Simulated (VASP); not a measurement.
# Cu3Hg (Fm-3m) in VASP: further runs

The runs below take Cu3Hg through single point, relaxation of cell and atoms, with PBE.

Program: VASP 6.6.1. These are calculated values, not measurements. Logs are shortened: lines on timing, memory, paths and dates and some standing lists are left out, and cuts for length are marked.

## Step 1: The cell of the first run

It takes space group Fm-3m (No. 225, cubic). Conventional cell: a = 6.126 Å, b = 6.126 Å, c = 6.126 Å, α = 90.00°, β = 90.00°, γ = 90.00°. Within 3.5 Å of Cu (site symmetry -43m) lie 10 Cu at 2.65 to 3.06 Å and 4 Hg at 2.65 Å. Cu (site symmetry m-3m) has 8 Cu at 2.65 Å and 6 Hg at 3.06 Å within 3.5 Å. Hg (site symmetry m-3m) has 14 Cu at 2.65 to 3.06 Å within 3.5 Å.

## Step 2: Single point, PBE

The input, INCAR:

```
SYSTEM = Cu3Hg
  PREC = Accurate
  ENCUT = 520
  EDIFF = 1E-6
  ISMEAR = 0
  SIGMA = 0.1
  LREAL = .False.
  LASPH = .True.
  NELM = 100
  ALGO = Fast
  ISIF = 2
  LWAVE = .False.
  LCHARG = .False.
  GGA = PE
  NBANDS = 30
```

The input, KPOINTS:

```
Automatic mesh
0
Gamma
  12 12 12
  0 0 0
```

The input, POSCAR:

```
Cu3Hg
1.0
    0.0000000000      3.0629395290      3.0629395290
    3.0629395290      0.0000000000      3.0629395290
    3.0629395290      3.0629395290      0.0000000000
Cu Hg
3 1
Direct
    0.2500000000      0.2500000000      0.2500000000
    0.7500000000      0.7500000000      0.7500000000
    0.5000000000      0.5000000000      0.5000000000
    0.0000000000      0.0000000000      0.0000000000
```

Potentials or basis: VASP PAW PBE potentials, release 64 (Cu, Hg).

Started as:

```sh
$ cat potpaw_PBE.64/Cu/POTCAR potpaw_PBE.64/Hg/POTCAR > POTCAR
$ mpirun -np 1 vasp_std > vasp.out
```

OUTCAR:

```text
SYSTEM = Cu3Hg
   PREC = Accurate
   ENCUT = 520
   EDIFF = 1E-6
   ISMEAR = 0
   LREAL = .False.
   LASPH = .True.
   NELM = 100
   ISIF = 2
   GGA = PE

 ion  position               nearest neighbor table
   1  0.250  0.250  0.250-   4 2.65   4 2.65   3 2.65   4 2.65   3 2.65   3 2.65   4 2.65   3 2.65

   2  0.750  0.750  0.750-   3 2.65   3 2.65   3 2.65   4 2.65   4 2.65   4 2.65   3 2.65   4 2.65

   3  0.500  0.500  0.500-   1 2.65   1 2.65   1 2.65   2 2.65   2 2.65   2 2.65   1 2.65   2 2.65
                             4 3.06   4 3.06   4 3.06   4 3.06   4 3.06   4 3.06
   4  0.000  0.000  0.000-   2 2.65   2 2.65   1 2.65   2 2.65   1 2.65   1 2.65   2 2.65   1 2.65
                             3 3.06   3 3.06   3 3.06   3 3.06   3 3.06   3 3.06

  LATTYP: Found a face centered cubic cell.
 ALAT       =     6.1258790580

  Lattice vectors:

 A1 = (   0.0000000000,   3.0629395290,   3.0629395290)
 A2 = (   3.0629395290,   0.0000000000,   3.0629395290)
 A3 = (   3.0629395290,   3.0629395290,   0.0000000000)

Analysis of symmetry for initial positions (statically):
=====================================================================
 Subroutine PRICEL returns:
 Original cell was already a primitive cell.

 Routine SETGRP: Setting up the symmetry group for a
 face centered cubic supercell.

 Subroutine GETGRP returns: Found 48 space group operations
 (whereof 48 operations were pure point group operations)
 out of a pool of 48 trial point group operations.

The static configuration has the point symmetry O_h .

Analysis of symmetry for dynamics (positions and initial velocities):
=====================================================================
 Subroutine PRICEL returns:
 Original cell was already a primitive cell.

 Routine SETGRP: Setting up the symmetry group for a
 face centered cubic supercell.

 Subroutine GETGRP returns: Found 48 space group operations
 (whereof 48 operations were pure point group operations)
 out of a pool of 48 trial point group operations.

The dynamic configuration has the point symmetry O_h .

 Subroutine INISYM returns: Found 48 space group operations
 (whereof 48 operations are pure point group operations),
 and found     1 'primitive' translations

----------------------------------------------------------------------------------------

                                     Primitive cell

  volume of cell :      57.4705

  direct lattice vectors                    reciprocal lattice vectors
     0.000000000  3.062939529  3.062939529    -0.163241878  0.163241878  0.163241878
     3.062939529  0.000000000  3.062939529     0.163241878 -0.163241878  0.163241878
     3.062939529  3.062939529  0.000000000     0.163241878  0.163241878 -0.163241878

  length of vectors
     4.331650623  4.331650623  4.331650623     0.282743226  0.282743226  0.282743226

  position of ions in fractional coordinates (direct lattice)
     0.250000000  0.250000000  0.250000000
     0.750000000  0.750000000  0.750000000
     0.500000000  0.500000000  0.500000000
     0.000000000  0.000000000  0.000000000

  ion indices of the primitive-cell ions
   primitive index   ion index
                 1           1
                 2           2
                 3           3
                 4           4

----------------------------------------------------------------------------------------

 KPOINTS: Automatic mesh

Automatic generation of k-mesh.
 Grid dimensions read from file:
 generate k-points for:   12   12   12

 Generating k-lattice:

  Cartesian coordinates                     Fractional coordinates (reciprocal lattice)
    -0.013603490  0.013603490  0.013603490     0.083333333  0.000000000  0.000000000
     0.013603490 -0.013603490  0.013603490     0.000000000  0.083333333  0.000000000
     0.013603490  0.013603490 -0.013603490     0.000000000  0.000000000  0.083333333

  Length of vectors
     0.023561936  0.023561936  0.023561936

  Shift w.r.t. Gamma in fractional coordinates (k-lattice)
     0.000000000  0.000000000  0.000000000

 Subroutine IBZKPT returns following result:
 ===========================================

 Found     72 irreducible k-points:

 Following reciprocal coordinates:
            Coordinates               Weight
  0.000000  0.000000  0.000000      1.000000
  0.083333  0.000000  0.000000      8.000000
  0.166667  0.000000  0.000000      8.000000
  0.250000  0.000000  0.000000      8.000000
  0.333333  0.000000  0.000000      8.000000
  0.416667  0.000000  0.000000      8.000000
[... 16 lines left out ...]
  0.500000  0.166667  0.000000     24.000000
 -0.416667  0.166667  0.000000     24.000000
 [... further k-points ...]
   k-points           NKPTS =     72   k-points in BZ     NKDIM =     72   number of bands    NBANDS=     30
   number of dos      NEDOS =    301   number of ions     NIONS =      4
   total plane-waves  NPLWV =  32768
   dimension x,y,z NGX =    32 NGY =   32 NGZ =   32
   dimension x,y,z NGXF=    64 NGYF=   64 NGZF=   64
   ions per type =               3   1
   NGX,Y,Z   is equivalent  to a cutoff of  12.28, 12.28, 12.28 a.u.
   NGXF,Y,Z  is equivalent  to a cutoff of  24.56, 24.56, 24.56 a.u.
 SYSTEM =  Cu3Hg
   PREC   = accura    normal or accurate (medium, high low for compatibility)
   ISTART =      0    job   : 0-new  1-cont  2-samecut
   ICHARG =      2    charge: 1-file 2-atom 10-const
   ISPIN  =      1    spin polarized calculation?
   LNONCOLLINEAR =      F non collinear calculations
   LSORBIT =      F    spin-orbit coupling
   LASPH  =      T    aspherical Exc in radial PAW
   ENCUT  =  520.0 eV  38.22 Ry    6.18 a.u.   8.05  8.05  8.05*2*pi/ulx,y,z
   NELM   =    100;   NELMIN=  2; NELMDL= -5     # of ELM steps
   EDIFF  = 0.1E-05   stopping-criterion for ELM
   LREAL  =      F    real-space projection
   EDIFFG = 0.1E-04   stopping-criterion for IOM
   NSW    =      0    number of steps for IOM
   IBRION =     -1    ionic relax: 0-MD 1-quasi-New 2-CG
   NFREE  =      0    steps in history (QN), initial steepest desc. (CG)
   ISIF   =      2    stress and relaxation
   ISYM   =      2    0-nonsym 1-usesym 2-fastsym
   POTIM  = 0.5000    time-step for ionic-motion
   TEBEG  =    0.0;   TEEND  =   0.0 temperature during run
   PSTRESS=    0.0 pullay stress
   NELECT =      45.0000    total number of electrons
   NUPDOWN=      -1.0000    fix difference up-down
   EMIN   =  10.00;   EMAX   =-10.00  energy-range for DOS
   EFERMI =   0.00;   METHOD = LEGACY
   ISMEAR =     0;   SIGMA  =   0.10  broadening in eV -4-tet -1-fermi 0-gaus
   EFERMI_NEDOS =   21; number of points for ismear=-14 and -15
   IALGO  =     68    algorithm
   IMIX   =      4    mixing-type and parameters
     AMIX     =   0.40;   BMIX     =  1.00
     AMIX_MAG =   1.60;   BMIX_MAG =  1.00
  volume/ion in A,a.u.               =      14.37        96.96
  Fermi-wavevector in a.u.,A,eV,Ry     =   1.508912  2.851430 30.977955  2.276815
  Thomas-Fermi vector in A             =   2.619304
   LORBIT       =      0    0 simple, 1 ext, 2 COOP (PROOUT), +10 PAW based schemes
   GGA     = PE    functional components
   LHFCALC =     F    Hartree Fock is set to
   AEXX    =    0.0000 exact exchange contribution
   IVDW    =     0    specifies the selected vdW correction
   LEPSILON=     F    determine dielectric tensor
   LRPA    =     F    only Hartree local field effects (RPA)
 non-spin polarized calculation
 RMM-DIIS sequential band-by-band and
 Gauss-broadening in eV      SIGMA  =   0.10
  energy-cutoff  :      520.00
  volume of cell :       57.47
 maximum number of plane-waves:      1572
   NGX = 17   NGY = 17   NGZ = 17

 number of electron      44.9999998 magnetization

 Free energy of the ion-electron system (eV)
  ---------------------------------------------------
  ext. energy  EPLUGINS =         0.00000000
  ---------------------------------------------------
  free energy    TOTEN  =       -10.73498755 eV

  energy without entropy =      -10.72499395  energy(sigma->0) =      -10.72999075

 E-fermi :   6.0847     XC(G=0): -12.2134

 val. band max:        6.0700559824   @ k =  -0.4167   0.3333   0.1667
 cond. band min:       6.0881412485   @ k =  -0.4167   0.3333   0.0833
 fundamental gap:      0.0180852661
 Fermi energy:         6.0847361339

 k-point     1 :       0.0000    0.0000    0.0000
  band No.  band energies     occupation
      1      -3.6193      2.00000
      2      -1.6909      2.00000
      3      -1.6909      2.00000
      4      -1.6909      2.00000
      5      -1.5275      2.00000
      6      -1.5275      2.00000
[... 22 lines left out ...]
     29      12.0077      0.00000
     30      12.6193      0.00000

 k-point     2 :       0.0833    0.0000    0.0000
  band No.  band energies     occupation
      1      -3.5281      2.00000
      2      -1.6976      2.00000
      3      -1.6825      2.00000
      4      -1.6825      2.00000
      5      -1.5205      2.00000
      6      -1.5205      2.00000
[... 22 lines left out ...]
     29      12.4000      0.00000
     30      12.5798      0.00000

 k-point     3 :       0.1667    0.0000    0.0000
  band No.  band energies     occupation
      1      -3.2614      2.00000
      2      -1.7086      2.00000
      3      -1.6631      2.00000
      4      -1.6631      2.00000
      5      -1.4966      2.00000
      6      -1.4966      2.00000
[... 22 lines left out ...]
     29      12.4074      0.00000
     30      13.4388      0.00000

 k-point     4 :       0.2500    0.0000    0.0000
  band No.  band energies     occupation
      1      -2.8493      2.00000
      2      -1.6904      2.00000
      3      -1.6449      2.00000
      4      -1.6449      2.00000
      5      -1.4540      2.00000
      6      -1.4540      2.00000
[... 22 lines left out ...]
     29      13.4198      0.00000
     30      14.5043      0.00000

 k-point     5 :       0.3333    0.0000    0.0000
  band No.  band energies     occupation
      1      -2.4041      2.00000
      2      -1.6338      2.00000
      3      -1.6338      2.00000
      4      -1.5361      2.00000
      5      -1.4018      2.00000
      6      -1.4018      2.00000
[... 22 lines left out ...]
     29      14.7467      0.00000
     30      15.6988      0.00000
[... 526 lines left out ...]
     29      13.8448      0.00000
     30      16.1908      0.00000

 k-point    22 :       0.4167    0.1667    0.0000
  band No.  band energies     occupation
      1      -2.0960      2.00000
      2      -1.7362      2.00000
      3      -1.6197      2.00000
      4      -1.5671      2.00000
      5      -1.3340      2.00000
      6      -1.1299      2.00000
[... 22 lines left out ...]
     29      13.8179      0.00000
     30      17.5680      0.00000

 k-point    23 :       0.5000    0.1667    0.0000
  band No.  band energies     occupation
      1      -2.0071      2.00000
      2      -1.6740      2.00000
      3      -1.5667      2.00000
      4      -1.5658      2.00000
      5      -1.3255      2.00000
      6      -0.6134      2.00000
[... 22 lines left out ...]
     29      14.2732      0.00000
     30      18.0798      0.00000

 k-point    24 :      -0.4167    0.1667    0.0000
  band No.  band energies     occupation
      1      -1.9986      2.00000
      2      -1.6742      2.00000
      3      -1.5718      2.00000
      4      -1.5210      2.00000
      5      -1.3498      2.00000
      6      -0.4544      2.00000
[... 22 lines left out ...]
     29      15.7865      0.00000
     30      16.5870      0.00000

 [... further k-points ...]
[... 5 lines left out ...]
  --------------------------------------------------------------------------------------
  -------------------------------------------------------------------------------------
  Total        0.2263472      0.2263472      0.2263472     -0.0000000     -0.0000000      0.0000000
  in kB        6.3101601      6.3101601      6.3101601     -0.0000000     -0.0000000      0.0000000
  external PRESSURE =       6.3101601 kB  Pullay stress =       0.0000000 kB

 VOLUME and BASIS-vectors are now :
 -----------------------------------------------------------------------------
  energy-cutoff  :      520.00
  volume of cell :       57.47
      direct lattice vectors                 reciprocal lattice vectors
     0.000000000  3.062939529  3.062939529    -0.163241878  0.163241878  0.163241878
     3.062939529  0.000000000  3.062939529     0.163241878 -0.163241878  0.163241878
     3.062939529  3.062939529  0.000000000     0.163241878  0.163241878 -0.163241878

 POSITION                                       TOTAL-FORCE (eV/Angst)
 -----------------------------------------------------------------------------------
      1.53147      1.53147      1.53147         0.000000      0.000000      0.000000
      4.59441      4.59441      4.59441        -0.000000     -0.000000     -0.000000
      3.06294      3.06294      3.06294        -0.000000      0.000000      0.000000
      0.00000      0.00000      0.00000        -0.000000      0.000000      0.000000
 -----------------------------------------------------------------------------------
    total drift:                                0.000000     -0.000000      0.000000

  FREE ENERGIE OF THE ION-ELECTRON SYSTEM (eV)
  ---------------------------------------------------
  free  energy   TOTEN  =       -10.7349875466 eV

  energy  without entropy=      -10.7249939549  energy(sigma->0) =      -10.72999075
```

It took 75 s on 1 thread of AMD EPYC 9R45 (Zen 5), shared host; peak memory 0.22 GiB.

Results:

| Quantity | Value |
| --- | --- |
| Free energy | -10.7350 eV |
| Pressure | 0.6 GPa |

Caveat: spin-orbit coupling is left out, which moves the levels of the heavy elements.

## Step 3: Relaxation of cell and atoms, PBE

This run uses another cell than the first one, of 14.45 Å³/atom, 1.006 times its volume.

The input, INCAR:

```
SYSTEM = Cu3Hg
  PREC = Accurate
  ENCUT = 600
  EDIFF = 1E-6
  ISMEAR = 0
  SIGMA = 0.1
  LREAL = .False.
  LASPH = .True.
  NELM = 100
  ALGO = Fast
  ISIF = 3
  LWAVE = .False.
  LCHARG = .False.
  GGA = PE
  IBRION = 2
  NSW = 100
  EDIFFG = -0.005
```

The input, KPOINTS:

```
regular mesh
0
Gamma
  12 12 12
  0 0 0
```

The input, POSCAR:

```
Cu3Hg
1.0
    0.0000000000      3.0689236243      3.0689236243
    3.0689236243      0.0000000000      3.0689236243
    3.0689236243      3.0689236243      0.0000000000
Cu Hg
3 1
Direct
    0.2500000000      0.2500000000      0.2500000000
    0.7500000000      0.7500000000      0.7500000000
    0.5000000000      0.5000000000      0.5000000000
    0.0000000000      0.0000000000      0.0000000000
```

Potentials or basis: VASP PAW PBE potentials, release 64 (Cu, Hg).

Started as:

```sh
$ cat potpaw_PBE.64/Cu/POTCAR potpaw_PBE.64/Hg/POTCAR > POTCAR
$ mpirun -np 1 vasp_std > vasp.out
```

Wall time 3.6 min (1 thread of AMD EPYC 9R45 (Zen 5), shared host); peak memory 0.27 GiB.

Results (log left out):

```
Free energy                            : -10.7362 eV
Relaxed volume                         : 14.47 Å³/atom
Relaxed cell                           : a = 4.342 Å, b = 4.342 Å, c = 4.342 Å, α = 60.00°, β = 60.00°, γ = 60.00°
Space group after relaxing (to 0.05 Å) : Fm-3m (No. 225)
Energy gained by relaxing              : 0.0 meV/atom
Ionic steps                            : 4
Pressure after relaxing                : 0.0 GPa
```

Final structure:
```
CELL_PARAMETERS angstrom
0.00000 3.06995 3.06995
3.06995 0.00000 3.06995
3.06995 3.06995 0.00000
ATOMIC_POSITIONS crystal
Cu 0.25000 0.25000 0.25000
Cu 0.75000 0.75000 0.75000
Cu 0.50000 0.50000 0.50000
Hg 0.00000 0.00000 0.00000
```

Levels at points of the mesh, in eV from the Fermi level:
```csv
k point,band 18,band 19,band 20,band 21,band 22,band 23,band 24,band 25,band 26,band 27
"(0.00, 0.00, 0.00)",-2.07,-1.92,-1.92,-1.92,4.19,5.01,5.04,5.04,5.04,5.89
"(0.50, 0.00, 0.00)",-2.14,-2.14,-2.02,-2.02,-1.76,3.67,3.67,4.20,4.40,4.40
"(0.50, 0.50, 0.00)",-2.13,-1.93,-1.75,-1.75,-1.69,-1.07,-1.07,2.26,3.32,12.26
```

Caveat: spin-orbit coupling is left out, which moves the levels of the heavy elements.
